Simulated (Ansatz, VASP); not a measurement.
AlN: VASP beside Ansatz

The input INCAR:

```
SYSTEM = AlN
PREC = Accurate ; ENCUT = 520
EDIFF = 1E-6 ; ISMEAR = 0
SIGMA = 0.1 ; LREAL = .False.
LASPH = .True. ; NELM = 100
ALGO = Normal ; ISIF = 2
LWAVE = .False. ; LCHARG = .False.
GGA = PE ; NBANDS = 16
```

Contents of KPOINTS:

```
Automatic mesh
0
Gamma
  6 6 4
  0 0 0
```

The input POSCAR:

```
AlN
1.0
    3.3121156500      0.0000000000      0.0000000000
   -1.6560578200      2.8683762900      0.0000000000
    0.0000000000      0.0000000000      4.1875629400
Al N
2 2
Direct
    0.3333333300      0.6666666700      0.7500000000
    0.6666666700      0.3333333300      0.2500000000
    0.3333333300      0.6666666700      0.2500000000
    0.6666666700      0.3333333300      0.7500000000
```

Input for Ansatz:

```yaml
crystal:
  lattice:
    - [3.31211565, 0.0, 0.0]
    - [-1.65605782, 2.86837629, 0.0]
    - [0.0, 0.0, 4.18756294]
  atoms:
    - { symbol: Al, position: [0.33333333, 0.66666667, 0.75] }
    - { symbol: Al, position: [0.66666667, 0.33333333, 0.25] }
    - { symbol: "N", position: [0.33333333, 0.66666667, 0.25] }
    - { symbol: "N", position: [0.66666667, 0.33333333, 0.75] }
basis:
  ecutwfc: 420
kpoints:
  mp_grid: { grid: [6, 6, 4] }
hamiltonian:
  xc: pbe
scf:
  occupations: { method: gaussian, width: 0.1 }
  lower_state_search: "off"
output:
  forces: true
  stress: true
  eigenvalues: true
```

Alike in both runs: task single point; functional PBE; k mesh 6 × 6 × 4; occupations gaussian, width 0.1 eV; no spin polarisation.

|  | VASP | Ansatz |
| --- | --- | --- |
| version | VASP 6.6.1 | Ansatz 0.2.0 |
| potentials or method | VASP PAW PBE potentials, release 64 (Al, N), cutoff 520 eV | scalar-relativistic, plane waves, PAW |
| valence electrons in the cell | 16 | 16 |

Ansatz gave:

* gap on the k mesh at the Fermi level (eV): 3.26
* least direct gap on the mesh (eV): 3.26
* pressure (GPa): 0.3
* traceless stress, the component that is largest in VASP (GPa): -0.13

What did VASP give for the same quantities?

gap on the k mesh at the Fermi level (eV): 3.27; least direct gap on the mesh (eV): 3.27; pressure (GPa): 0.0; traceless stress, the component that is largest in VASP (GPa): 0.01.

The functional is the same, so the differences come from potentials, cutoffs and numerics.
